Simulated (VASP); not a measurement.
Wanted: the native input for a VASP 6.6.1 run.

| Property | Result |
| --- | --- |
| Task | single point |
| Functional | r2SCAN |
| Potentials or basis | VASP PAW PBE potentials, release 64 (Al, N) |
| Cutoff | 520 eV |
| k mesh | 8 × 6 × 4 |
| Occupations | gaussian, width 0.05 eV |
| Spin | no spin polarisation |
| Dipole correction | no |
| Further INCAR settings | ALGO = Normal; EDIFF = 1e-06; NBANDS = 26 |

AlN:

```
Al N
1.0
    -3.10667    0.00000    0.00000
     0.00000    0.00000   -4.97840
     0.00000   -5.38090    0.00000
Al N
4 4
Direct
  0.47586 0.99831 0.16667
  0.97586 0.99831 0.66667
  0.02414 0.49831 0.33333
  0.52414 0.49831 0.83333
  0.52119 0.61669 0.16667
  0.02119 0.61669 0.66667
  0.97881 0.11669 0.33333
  0.47881 0.11669 0.83333
```

This cell differs from its parent crystal: atoms displaced along a vibrational mode.

These files were run (other wordings do the same):

POSCAR

```
AlN
1.0
   -3.1066653462      0.0000000000      0.0000000000
    0.0000000000      0.0000000000     -4.9784048411
    0.0000000000     -5.3809022217      0.0000000000
Al N
4 4
Direct
    0.4758583588      0.9983070980      0.1666666667
   -0.0241416412      0.9983070980      0.6666666667
    0.0241416412      0.4983070980      0.3333333333
    0.5241416412      0.4983070980      0.8333333333
    0.5211942407      0.6166929020      0.1666666667
    0.0211942407      0.6166929020      0.6666666667
   -0.0211942407      0.1166929020      0.3333333333
    0.4788057593      0.1166929020      0.8333333333
```

INCAR.step1

```
SYSTEM = AlN
ALGO = Normal
EDIFF = 1E-4
ENCUT = 520
GGA = PE
ISMEAR = 0
LASPH = .TRUE.
LCHARG = .FALSE.
LREAL = .FALSE.
LWAVE = .TRUE.
NBANDS = 26
NELM = 80
PREC = Accurate
SIGMA = 0.05
```

INCAR.step2

```
SYSTEM = AlN
ALGO = Normal
EDIFF = 1E-6
ENCUT = 520
ISIF = 2
ISMEAR = 0
ISTART = 1
LASPH = .TRUE.
LCHARG = .FALSE.
LMIXTAU = .TRUE.
LREAL = .FALSE.
LWAVE = .FALSE.
METAGGA = R2SCAN
NBANDS = 26
NELM = 80
PREC = Accurate
SIGMA = 0.05
```

KPOINTS

```
k-points
0
G
  8 6 4
  0 0 0
```

Potentials or basis: VASP PAW PBE potentials, release 64 (Al, N).

The run is started by

```sh
$ cat potpaw_PBE.64/Al/POTCAR potpaw_PBE.64/N/POTCAR > POTCAR
$ cp INCAR.step1 INCAR
$ mpirun -np 1 vasp_std > vasp.out
$ cp INCAR.step2 INCAR
$ mpirun -np 1 vasp_std > vasp.out
```

Results of the run:

* Pressure: -0.5 GPa
* Largest force: 0.467 eV/Å
* Band gap on the k mesh: 4.85 eV

Caveat: the cell differs from its parent crystal (atoms displaced along a vibrational mode); the PAW data sets were made with another functional, which shifts forces and pressure a little.

Run time: 8.1 min on 1 thread of Intel Xeon 8259CL, with other jobs on the host, peak memory 0.27 GiB.
